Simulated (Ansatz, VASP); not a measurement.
Two plane-wave programs on Li2Se

```
CELL_PARAMETERS angstrom
0.00000 2.99346 2.99346
2.99346 0.00000 2.99346
2.99346 2.99346 0.00000
ATOMIC_POSITIONS crystal
Li 0.25000 0.25000 0.25000
Li 0.75000 0.75000 0.75000
Se 0.00000 0.00000 0.00000
```

Alike in both runs: task single point; functional r2SCAN; k mesh 6 × 6 × 6; no spin polarisation.

|  | VASP | Ansatz |
| --- | --- | --- |
| version | VASP 6.6.1 | Ansatz 0.2.0 |
| potentials or method | VASP PAW PBE potentials, release 64 (Li_sv, Se) | plane waves, PAW |
| plane-wave cutoff (eV) | 830 | 500 |
| occupations | gaussian, width 0.01 eV | fixed |
| valence electrons in the cell | 12 | 22 |

|  | VASP | Ansatz | Ansatz less VASP |
| --- | --- | --- | --- |
| gap on the k mesh at the Fermi level (eV) | 3.46 | 3.48 | +0.021 |
| pressure (GPa) | -0.2 | 0.0 | +0.13 |

VASP's potentials were made for PBE, not for r2SCAN. VASP's potentials hold 12 valence electrons a cell and Ansatz's 22, so a difference there can come from the potentials and not from the codes.
